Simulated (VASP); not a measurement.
# Ti in VASP: single point with r2SCAN

Aim: the single point of Ti with r2SCAN.

All numbers are computed with VASP 6.6.1; they aren't measurements. Logs are shortened: lines on timing, memory, paths and dates and some standing lists are left out, and cuts for length are marked.

## (1) The cell of the first run

The typed cell holds 1 atom: a = 2.791 Å, b = 2.791 Å, c = 3.223 Å, α = 54.73°, β = 54.73°, γ = 70.53°.

This isn't the form of Ti at room conditions, which is hcp.

## (2) Single point, r2SCAN

Contents of POSCAR:

```
Ti
1.0
    0.0000000000      2.2787126677      1.6110498561
    2.2787126677      0.0000000000      1.6110498561
    2.2787126677      2.2787126677      0.0000000000
Ti
1
Direct
    0.0000000000      0.0000000000      0.0000000000
```

Contents of INCAR.step1:

```
SYSTEM = Ti
PREC = Accurate
ENCUT = 520
ISMEAR = 0
SIGMA = 0.15
LREAL = .False.
LASPH = .True.
NELM = 60
NBANDS = 12
GGA = PE
ALGO = Normal
EDIFF = 1E-4
LWAVE = .True.
LCHARG = .False.
```

Contents of INCAR.step2:

```
SYSTEM = Ti
PREC = Accurate
ENCUT = 520
EDIFF = 1E-6
ISMEAR = 0
SIGMA = 0.15
LREAL = .False.
LASPH = .True.
NELM = 60
ALGO = Normal
ISIF = 2
LWAVE = .False.
LCHARG = .False.
METAGGA = R2SCAN
LMIXTAU = .True.
NBANDS = 12
ISTART = 1
```

Contents of KPOINTS:

```
Automatic mesh
0
Gamma
  22 22 22
  0 0 0
```

Potentials or basis: VASP PAW PBE potentials, release 64 (Ti_sv).

Command:

```console
cat potpaw_PBE.64/Ti_sv/POTCAR > POTCAR
cp INCAR.step1 INCAR
mpirun -np 1 vasp_std > vasp.out
cp INCAR.step2 INCAR
mpirun -np 1 vasp_std > vasp.out
```

OUTCAR:

```text
SYSTEM = Ti
   PREC = Accurate
   ENCUT = 520
   EDIFF = 1E-6
   ISMEAR = 0
   LREAL = .False.
   LASPH = .True.
   NELM = 60
   ISIF = 2
   METAGGA = R2SCAN
   ISTART = 1

 ion  position               nearest neighbor table
   1  0.000  0.000  0.000-

  LATTYP: Found a body centered tetragonal cell.
 ALAT       =     3.2225863594
 C/A-ratio  =     0.9998489886

  Lattice vectors:

 A1 = (   0.0000000000,  -2.2787126677,  -1.6110498561)
 A2 = (   0.0000000000,   2.2787126677,  -1.6110498561)
 A3 = (   2.2787126677,   0.0000000000,   1.6110498561)

Analysis of symmetry for initial positions (statically):
=====================================================================
 Subroutine PRICEL returns:
 Original cell was already a primitive cell.

 Routine SETGRP: Setting up the symmetry group for a
 body centered tetragonal supercell.

 Subroutine GETGRP returns: Found 16 space group operations
 (whereof 16 operations were pure point group operations)
 out of a pool of 16 trial point group operations.

The static configuration has the point symmetry D_4h.

Analysis of symmetry for dynamics (positions and initial velocities):
=====================================================================
 Subroutine PRICEL returns:
 Original cell was already a primitive cell.

 Routine SETGRP: Setting up the symmetry group for a
 body centered tetragonal supercell.

 Subroutine GETGRP returns: Found 16 space group operations
 (whereof 16 operations were pure point group operations)
 out of a pool of 16 trial point group operations.

The dynamic configuration has the point symmetry D_4h.

 Subroutine INISYM returns: Found 16 space group operations
 (whereof 16 operations are pure point group operations),
 and found     1 'primitive' translations

----------------------------------------------------------------------------------------

                                     Primitive cell

  volume of cell :      16.7309

  direct lattice vectors                    reciprocal lattice vectors
     0.000000000  2.278712668  1.611049856    -0.219422136  0.219422136  0.310356627
     2.278712668  0.000000000  1.611049856     0.219422136 -0.219422136  0.310356627
     2.278712668  2.278712668  0.000000000     0.219422136  0.219422136 -0.310356627

  length of vectors
     2.790701177  2.790701177  3.222586359     0.438877413  0.438877413  0.438877413

  position of ions in fractional coordinates (direct lattice)
     0.000000000  0.000000000  0.000000000

  ion indices of the primitive-cell ions
   primitive index   ion index
                 1           1

[... 82 lines left out ...]
   NELECT =      12.0000    total number of electrons
   NUPDOWN=      -1.0000    fix difference up-down
   EMIN   =  10.00;   EMAX   =-10.00  energy-range for DOS
   EFERMI =   0.00;   METHOD = LEGACY
   ISMEAR =     0;   SIGMA  =   0.15  broadening in eV -4-tet -1-fermi 0-gaus
   EFERMI_NEDOS =   21; number of points for ismear=-14 and -15
   IALGO  =     38    algorithm
   IMIX   =      4    mixing-type and parameters
     AMIX     =   0.40;   BMIX     =  1.00
     AMIX_MAG =   1.60;   BMIX_MAG =  1.00
  volume/ion in A,a.u.               =      16.73       112.91
  Fermi-wavevector in a.u.,A,eV,Ry     =   1.465421  2.769245 29.217967  2.147460
  Thomas-Fermi vector in A             =   2.581280
   LORBIT       =      0    0 simple, 1 ext, 2 COOP (PROOUT), +10 PAW based schemes
   METAGGA = R2SCAN    functional components
   LHFCALC =     F    Hartree Fock is set to
   AEXX    =    0.0000 exact exchange contribution
   IVDW    =     0    specifies the selected vdW correction
   LEPSILON=     F    determine dielectric tensor
   LRPA    =     F    only Hartree local field effects (RPA)
 non-spin polarized calculation
 Gauss-broadening in eV      SIGMA  =   0.15
  energy-cutoff  :      520.00
  volume of cell :       16.73
 maximum number of plane-waves:       466
 NGX is ok and might be reduce to    24
   NGX = 11   NGY = 11   NGZ = 11

 number of electron      11.9999998 magnetization

 Free energy of the ion-electron system (eV)
  ---------------------------------------------------
  ext. energy  EPLUGINS =         0.00000000
  ---------------------------------------------------
  free energy    TOTEN  =       -12.81932366 eV

  energy without entropy =      -12.79551825  energy(sigma->0) =      -12.80742095

 E-fermi :   8.5195     XC(G=0): -12.5924

 val. band max:        8.5191351507   @ k =  -0.1364   0.0909   0.2273
 cond. band min:       8.5196235126   @ k =   0.3636   0.0909   0.1818
 fundamental gap:      0.0004883620
 Fermi energy:         8.5194882954

 k-point     1 :       0.0000    0.0000    0.0000
  band No.  band energies     occupation
      1     -50.3070      2.00000
      2     -25.0652      2.00000
      3     -25.0651      2.00000
      4     -25.0651      2.00000
      5       2.1061      2.00000
      6       9.6998      0.00000
      7       9.7011      0.00000
      8       9.7011      0.00000
      9      11.5632      0.00000
     10      11.5646      0.00000
     11      26.8789      0.00000
     12      26.8790      0.00000
[... 331 lines left out ...]
 k-point    24 :      -0.4545    0.0455    0.0000
  band No.  band energies     occupation
      1     -50.1486      2.00000
      2     -25.8298      2.00000
      3     -25.3069      2.00000
      4     -25.0831      2.00000
      5       5.8723      2.00000
      6       8.2380      1.99205
      7       9.2980      0.00000
      8      11.4897      0.00000
      9      12.1333      0.00000
     10      13.1117      0.00000
     11      18.3809      0.00000
     12      22.8622      0.00000

 [... further k-points ...]

------------------------ aborting loop because EDIFF is reached ----------------------------------------

  FORCE on cell =-STRESS in cart. coord.  units (eV):
  Direction    XX          YY          ZZ          XY          YZ          ZX
  --------------------------------------------------------------------------------------
  -------------------------------------------------------------------------------------
  Total        0.3892470      0.3892470      0.3885670      0.0000000      0.0000000      0.0000000
  in kB       37.2750052     37.2750052     37.2098859      0.0000000      0.0000000      0.0000000
  external PRESSURE =      37.2532988 kB  Pullay stress =       0.0000000 kB

 VOLUME and BASIS-vectors are now :
 -----------------------------------------------------------------------------
  energy-cutoff  :      520.00
  volume of cell :       16.73
      direct lattice vectors                 reciprocal lattice vectors
     0.000000000  2.278712668  1.611049856    -0.219422136  0.219422136  0.310356627
     2.278712668  0.000000000  1.611049856     0.219422136 -0.219422136  0.310356627
     2.278712668  2.278712668  0.000000000     0.219422136  0.219422136 -0.310356627

 POSITION                                       TOTAL-FORCE (eV/Angst)
 -----------------------------------------------------------------------------------
      0.00000      0.00000      0.00000         0.000000      0.000000     -0.000000
 -----------------------------------------------------------------------------------
    total drift:                               -0.000000      0.000000      0.000000

  FREE ENERGIE OF THE ION-ELECTRON SYSTEM (eV)
  ---------------------------------------------------
  free  energy   TOTEN  =       -12.8193236562 eV

  energy  without entropy=      -12.7955182514  energy(sigma->0) =      -12.80742095
```

OUTCAR.step1:

```text
SYSTEM = Ti
   PREC = Accurate
   ENCUT = 520
   ISMEAR = 0
   LREAL = .False.
   LASPH = .True.
   NELM = 60
[... 578 lines left out ...]
 -----------------------------------------------------------------------------------
      0.00000      0.00000      0.00000        -0.000000      0.000000     -0.000000
 -----------------------------------------------------------------------------------
    total drift:                                0.000000      0.000000     -0.000000

  FREE ENERGIE OF THE ION-ELECTRON SYSTEM (eV)
  ---------------------------------------------------
  free  energy   TOTEN  =        -7.7326074904 eV

  energy  without entropy=       -7.7080318635  energy(sigma->0) =       -7.72031968
```

It took 14 min on 1 thread of Intel Xeon 8259CL, shared host; peak memory 0.28 GiB.

Results:

```yaml
Free_energy: -12.8193 eV
Pressure: 3.7 GPa
Band_gap_on_the_k_mesh: zero (bands 6 and 7 overlap by 1.84 eV)
```

Caveat: the cell stands under pressure; the PAW data sets were made with another functional, which shifts forces and pressure a little.
